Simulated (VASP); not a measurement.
CoSn2:

```xyz
6
Lattice="-3.1825 3.1825 2.7285 3.1825 -3.1825 2.7285 3.1825 3.1825 -2.7285" Properties=species:S:1:pos:R:3 pbc="T T T"
Co    0.0000    0.0000    1.3642
Co    0.0000    0.0000    4.0927
Sn    1.0057    4.1882    0.0000
Sn    2.1768    1.0057    0.0000
Sn    2.1768   -1.0057    2.7285
Sn    1.0057    2.1768    2.7285
```

| Item | Value |
| --- | --- |
| Program | VASP 6.6.1 |
| Task | relaxation of cell and atoms |
| Functional | PBEsol |
| Potentials or basis | VASP PAW PBE potentials, release 64 (Co, Sn_d) |
| Cutoff | 600 eV |
| k mesh | 1 × 1 × 1 |
| Occupations | gaussian, width 0.1 eV |
| Spin | no spin polarisation |

At the start: pressure 2.9 GPa; volume 18.42 Å³/atom.

Q: Where does the relaxation end?

A: Over 24 steps the energy falls by 563.7 meV/atom and the volume is 18.73 Å³/atom (+1.7 %); space group I4/mcm (No. 140, to 0.05 Å).

The path:
```tsv
step	energy change (eV)	largest force (eV/Å)	pressure (GPa)	volume (Å³)
1	0.0000	0.8377	2.88	110.54
2	-0.9275	3.1005	-4.05	115.62
3	0.0079	2.4843	-6.67	126.53
4	-1.1036	2.9859	-6.09	119.25
5	-1.2862	2.7183	-6.18	119.64
6	-1.4015	2.3268	-6.04	120.16
7	-1.8137	2.0663	-5.44	118.33
8	-2.7288	1.3553	-2.30	112.90
9	-2.6430	0.0685	13.02	102.16
10	-3.0652	0.7699	2.82	108.02
11	-3.0681	0.6925	3.70	107.37
12	-3.1563	0.5944	2.31	108.78
13	-3.2991	0.3578	-1.39	113.09
14	-3.3100	0.2949	-2.51	114.54
15	-3.3536	0.1899	-1.07	113.06
16	-3.3718	0.0763	0.99	111.17
17	-3.3719	0.0831	0.84	111.29
18	-3.3787	0.0485	0.46	111.80
19	-3.3813	0.0164	0.05	112.34
20	-3.3813	0.0145	0.02	112.37
21	-3.3820	0.0109	-0.20	112.59
22	-3.3820	0.0112	-0.18	112.58
23	-3.3822	0.0066	0.07	112.33
24	-3.3822	0.0077	0.02	112.38
```

Final structure:
```xyz
6
Lattice="-3.0583 3.0583 3.0037 3.0583 -3.0583 3.0037 3.0583 3.0583 -3.0037" Properties=species:S:1:pos:R:3 pbc="T T T"
Co    0.0000    0.0000    1.5018
Co    0.0000    0.0000    4.5055
Sn    1.3346    4.3929    0.0000
Sn    1.7237    1.3346    0.0000
Sn    1.7237   -1.3346    3.0037
Sn    1.3346    1.7237    3.0037
```

Caveat: the k points lie up to 1.47 Å⁻¹ apart in the final cell; the PAW data sets were made with another functional, which shifts forces and pressure a little.
